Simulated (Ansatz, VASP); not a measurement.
# One calculation of GdN, two programs

```
Gd N
1.0
     0.00000    2.72933    2.72933
     2.72933    0.00000    2.72933
     2.72933    2.72933    0.00000
Gd N
1 1
Direct
  0.00000 0.00000 0.00000
  0.25000 0.25000 0.25000
```

Alike in both runs: task single point; functional LDA; k mesh 6 × 6 × 6; occupations gaussian, width 0.05 eV; collinear spin; Hubbard terms Gd f U = 8.0 eV.

|  | VASP | Ansatz |
| --- | --- | --- |
| version | VASP 6.6.1 | Ansatz 0.2.0 |
| potentials or method | VASP PAW PBE potentials, release 64 (Gd, N), cutoff 600 eV | scalar-relativistic, plane waves, PAW |
| valence electrons in the cell | 23 | 23 |

```csv
,VASP,Ansatz,Ansatz less VASP
gap on the k mesh at the Fermi level (eV),1.49,1.53,+0.043
least direct gap on the mesh (eV),1.81,1.78,-0.031
pressure (GPa),-10.5,-10.9,-0.42
net moment per atom (μB),3.50,3.50,0.000
size of the moment on the site where the two differ most (μB),0.08,0.10,+0.026
```

VASP's potentials were made for PBE, not for LDA. LDA's correlation is that of Perdew and Zunger in VASP and of Perdew and Wang (1992) in Ansatz. Site moments also hang on the region over which each program counts them. The programs project onto different local orbitals, so the same U acts differently, and such runs can settle in different states.

Spin-orbit coupling is off throughout.
